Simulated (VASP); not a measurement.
Here is a VASP 6.6.1 calculation.

Contents of INCAR:

```
SYSTEM = K2S
  PREC = Accurate
  ENCUT = 500
  EDIFF = 1E-6
  ISMEAR = 0
  SIGMA = 0.05
  LREAL = .FALSE.
  LASPH = .TRUE.
  NELM = 120
  ALGO = Normal
  ISIF = 2
  LWAVE = .FALSE.
  LCHARG = .FALSE.
  GGA = CA
  NBANDS = 19
  GGA_COMPAT = .FALSE.
```

Contents of KPOINTS:

```
regular mesh
0
G
  8 8 8
  0 0 0
```

POSCAR

```
K2S
1.0
    0.0000000000      3.7314651785      3.7314651785
    3.7314651785      0.0000000000      3.7314651785
    3.7314651785      3.7314651785      0.0000000000
K S
2 1
Direct
    0.2500000000      0.2500000000      0.2500000000
    0.7500000000      0.7500000000      0.7500000000
    0.0000000000      0.0000000000      0.0000000000
```

Potentials or basis: VASP PAW LDA potentials, release 64 (K_sv, S).

Command:

```bash
$ cat potpaw_LDA.64/K_sv/POTCAR potpaw_LDA.64/S/POTCAR > POTCAR
$ mpirun -np 1 vasp_std > vasp.out
```

(1) Estimate the band gap on the k mesh.

(2) Estimate the pressure.

Answers

(1) 2.06 eV (least direct gap 2.24 eV).

(2) -2.0 GPa.
